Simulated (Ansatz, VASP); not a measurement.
# SiC: VASP beside Ansatz

Contents of INCAR:

```
  ALGO = Normal
  EDIFF = 1E-6
  ENCUT = 520
  GGA = PE
  ISIF = 2
  ISMEAR = -1
  LASPH = T
  LCHARG = F
  LREAL = F
  LWAVE = F
  NBANDS = 16
  NELM = 60
  PREC = Accurate
  SIGMA = 0.05
```

Contents of KPOINTS:

```
k-points
0
Gamma
  3 3 2
```

The input POSCAR:

```
SiC
1.0
    3.0760000000      0.0000000000      0.0000000000
   -1.5380000000      2.6638940000      0.0000000000
    0.0000000000      0.0000000000      5.0480000000
Si C
2 2
Direct
    0.3333333333      0.6666666667      0.0000000000
    0.6666666667      0.3333333333      0.5000000000
    0.3333333333      0.6666666667      0.3850000000
    0.6666666667      0.3333333333      0.8850000000
```

Input for Ansatz:

```yaml
crystal:
  lattice:
    - [3.076, 0.0, 0.0]
    - [-1.538, 2.663894, 0.0]
    - [0.0, 0.0, 5.048]
  atoms:
    - { symbol: Si, position: [0.3333333333333333, 0.6666666666666666, 0.0] }
    - { symbol: Si, position: [0.6666666666666666, 0.3333333333333333, 0.5] }
    - { symbol: C, position: [0.3333333333333333, 0.6666666666666666, 0.385] }
    - { symbol: C, position: [0.6666666666666666, 0.3333333333333333, 0.885] }
kpoints:
  mp_grid:
    grid: [3, 3, 2]
hamiltonian:
  xc: pbe
scf:
  occupations:
    method: fermi_dirac
    width: 0.05
output:
  stress: true
```

Alike in both runs: task single point; functional PBE; k mesh 3 × 3 × 2; occupations fermi-dirac, width 0.05 eV; no spin polarisation.

```csv
,VASP,Ansatz
version,VASP 6.6.1,Ansatz 0.2.0
potentials or method,"VASP PAW PBE potentials, release 64 (Si, C)","plane waves, PAW"
plane-wave cutoff (eV),520,420
valence electrons in the cell,16,16
```

Ansatz gave:

| Quantity | Value |
| --- | --- |
| pressure (GPa) | 4.4 |
| traceless stress, the component that is largest in VASP (GPa) | -5.19 |

Task: Estimate VASP's values.

Result: Pressure (GPa): 4.3; traceless stress, the component that is largest in VASP (GPa): -5.16.

The k mesh is coarse, so the values compare programs but aren't converged.
